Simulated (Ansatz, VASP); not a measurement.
BN in VASP and in Ansatz

Contents of INCAR:

```
ALGO = Normal ; EDIFF = 1E-6
ENCUT = 520 ; GGA = PE
ISIF = 2 ; ISMEAR = 0
LASPH = T ; LCHARG = F
LREAL = F ; LWAVE = F
NBANDS = 16 ; NELM = 80
PREC = Accurate ; SIGMA = 0.05
```

Contents of KPOINTS:

```
k-points
0
Gamma
  6 6 6
```

Contents of POSCAR:

```
BN
1.0
    0.0000000000     -1.8123937734     -1.8123937734
   -1.8123937734      0.0000000000     -1.8123937734
    1.8123937734      1.8123937734     -3.6247875468
B N
2 2
Direct
    0.0146217285     -0.0045406793      0.0000000000
    0.4853782715      0.5045406793      0.5000000000
    0.3899633699      0.3703532262      0.8750000000
    0.8600366301      0.8796467738      0.3750000000
```

Input for Ansatz:

```yaml
crystal:
  lattice:
    - [0.0, -1.8123937734, -1.8123937734]
    - [-1.8123937734, 0.0, -1.8123937734]
    - [1.8123937734, 1.8123937734, -3.6247875468]
  atoms:
    - { symbol: B, position: [0.0146217285, -0.0045406793, 0.0] }
    - { symbol: B, position: [0.4853782715, 0.5045406793, 0.5] }
    - { symbol: "N", position: [0.3899633699, 0.3703532262, 0.875] }
    - { symbol: "N", position: [0.8600366301, 0.8796467738, 0.375] }
basis:
  ecutwfc: 520.0
kpoints:
  mp_grid: { grid: [6, 6, 6] }
hamiltonian:
  xc: pbe
scf:
  occupations: { method: gaussian, width: 0.05 }
output:
  forces: true
  stress: true
  eigenvalues: true
```

Change from the starting cell: mode 4 frozen in at +0.000 Å and mode 5 at -0.034 Å (largest displacements).

Alike in both runs: task single point; functional PBE; k mesh 6 × 6 × 6; occupations gaussian, width 0.05 eV; no spin polarisation.

|  | VASP | Ansatz |
| --- | --- | --- |
| version | VASP 6.6.1 | Ansatz 0.2.0 |
| potentials or method | VASP PAW PBE potentials, release 64 (B, N), cutoff 520 eV | scalar-relativistic, plane waves, PAW |
| valence electrons in the cell | 16 | 16 |

VASP gave:

| Property | Result |
| --- | --- |
| gap on the k mesh at the Fermi level (eV) | 4.43 |
| least direct gap on the mesh (eV) | 6.36 |
| pressure (GPa) | 0.2 |
| traceless stress, the component that is largest in VASP (GPa) | -0.24 |
| rms of the force components (eV/Å) | 0.208 |

Task: What did Ansatz give for the same quantities?

Result: gap on the k mesh at the Fermi level (eV): 4.44; least direct gap on the mesh (eV): 6.37; pressure (GPa): 0.0; traceless stress, the component that is largest in VASP (GPa): -0.24; rms of the force components (eV/Å): 0.209.

Atom by atom the forces differ by 0.000 eV/Å (rms over components). The functional is the same, so the differences come from potentials, cutoffs and numerics.

The k mesh is coarse, so the values compare programs but aren't converged.
